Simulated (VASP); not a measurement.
# SiO2: single point with LDA

Crystal: SiO2.

```
Si O
1.0
    -2.79320    2.79320    5.58822
     2.79320   -2.79320    5.58822
     2.79320    2.79320   -5.58822
Si O
4 8
Direct
  0.87500 0.26554 0.89054
  0.01554 0.62500 0.89054
  0.73446 0.12500 0.10946
  0.37500 0.98446 0.10946
  0.63501 0.13501 0.50000
  0.46582 0.96582 0.93164
  0.03418 0.53418 0.06836
  0.11499 0.11499 0.00000
  0.88501 0.88501 0.00000
  0.86499 0.36499 0.50000
  0.28418 0.71582 0.00000
  0.71582 0.28418 0.00000
```

| Item | Value |
| --- | --- |
| Program | VASP 6.6.1 |
| Task | single point |
| Functional | LDA |
| Potentials or basis | VASP PAW LDA potentials, release 64 (Si, O) |
| Cutoff | 520 eV |
| k mesh | 7 × 7 × 7 |
| Occupations | fermi-dirac, width 0.05 eV |
| Spin | no spin polarisation |

The pressure is 0.6 GPa, the largest force is 0.060 eV/Å and the band gap on the k mesh is 4.82 eV, direct.

Forces on the atoms (eV/Å):
```
Si   0.001  0.000  0.000
Si   0.000  0.001  0.000
Si   0.000 -0.001  0.000
Si  -0.001  0.000  0.000
O    0.000  0.000  0.014
O   -0.042 -0.042  0.000
O    0.042  0.042  0.000
O    0.000  0.000 -0.014
O    0.000  0.000  0.014
O    0.000  0.000 -0.014
O   -0.042  0.042  0.000
O    0.042 -0.042  0.000
```

Stress tensor (GPa, compression positive):
```
0.45 0.00 0.00
0.00 0.45 0.00
0.00 0.00 0.88
```

Levels at points of the mesh, in eV from the valence-band top:
```tsv
k point	band 30	band 31	band 32	band 33	band 34	band 35
(0.00, 0.00, 0.00)	-0.72	-0.27	0.00	4.82	7.27	7.40
```

Wall time 17 min on 1 thread of AMD EPYC 7R13, with other jobs on the host, peak memory 0.4 GiB.

A k mesh can miss the band edges. A hybrid or GW would open this gap; LDA tends to underestimate it.
